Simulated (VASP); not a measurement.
A run of VASP 6.6.1 is set up as follows.

INCAR

```
SYSTEM = Ti
PREC = Accurate
ENCUT = 550
EDIFF = 1E-6
ISMEAR = 0
SIGMA = 0.15
LREAL = .FALSE.
LASPH = .TRUE.
NELM = 300
ALGO = All
ISIF = 2
LWAVE = .FALSE.
LCHARG = .FALSE.
GGA = PS
NBANDS = 25
GGA_COMPAT = .FALSE.
ISEARCH = 1
KPAR = 4
```

Contents of KPOINTS:

```
Automatic mesh
0
G
  12 12 14
  0 0 0
```

The input POSCAR:

```
Ti
1.0
    4.3795000000      0.0000000000      0.0000000000
   -2.1897500000      3.7927582559      0.0000000000
    0.0000000000      0.0000000000      2.5297000000
Ti
3
Direct
    0.0000000000      0.0000000000      0.0000000000
    0.3333333333      0.6666666667      0.5000000000
    0.6666666667      0.3333333333      0.5000000000
```

Potentials or basis: VASP PAW PBE potentials, release 64 (Ti_sv).

Launch:

```sh
$ cat potpaw_PBE.64/Ti_sv/POTCAR > POTCAR
$ mpirun -np 4 vasp_std > vasp.out
```

Question: Predict the band gap on the k mesh.

Answer: Zero (bands 18 and 19 overlap by 0.44 eV).

Question: Predict the pressure.

Answer: 25.8 GPa.

Stress tensor (GPa, compression positive):
```
19.62  0.00  0.00
 0.00 19.62  0.00
 0.00  0.00 38.02
```

Caveat: the stress differs along the axes, from 20 to 38 GPa; the PAW data sets were made with another functional, which shifts forces and pressure a little.
